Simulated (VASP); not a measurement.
Write the native input for VASP 6.6.1 that does the following.

* Task: single point
* Functional: PBE
* Potentials or basis: VASP PAW PBE potentials, release 64 (Ge_d)
* Cutoff: 520 eV
* k mesh: 9 × 9 × 9
* Occupations: fermi-dirac, width 0.05 eV
* Spin: no spin polarisation
* Dipole correction: no
* Further INCAR settings: ALGO = Normal; EDIFF = 1e-06; NBANDS = 21

The structure of Ge lies in POSCAR:

```
Ge
1.0
    0.0000000000      2.8859759802      2.8859759802
    2.8859759802      0.0000000000      2.8859759802
    2.8859759802      2.8859759802      0.0000000000
Ge
2
Direct
    0.5000000000      0.5000000000      0.5000000000
    0.7500000000      0.7500000000      0.7500000000
```

These files were run (other wordings do the same):

INCAR

```
SYSTEM = Ge
ALGO = Normal ; EDIFF = 1E-6
ENCUT = 520 ; GGA = PE
ISIF = 2 ; ISMEAR = -1
LASPH = .True. ; LCHARG = .False.
LREAL = .False. ; LWAVE = .False.
NBANDS = 21 ; NELM = 60
PREC = Accurate ; SIGMA = 0.05
```

KPOINTS

```
k-points
0
Gamma
  9 9 9
  0 0 0
```

Potentials or basis: VASP PAW PBE potentials, release 64 (Ge_d).

The run is started by

```bash
$ cat potpaw_PBE.64/Ge_d/POTCAR > POTCAR
$ mpirun -np 1 vasp_std > vasp.out
```

Results of the run:

The pressure is -0.4 GPa. The band gap on the k mesh is zero (filled and empty bands touch).

Run time: 33 s on 1 thread of Intel Xeon 6975P-C, on a shared host, peak memory 0.17 GiB.
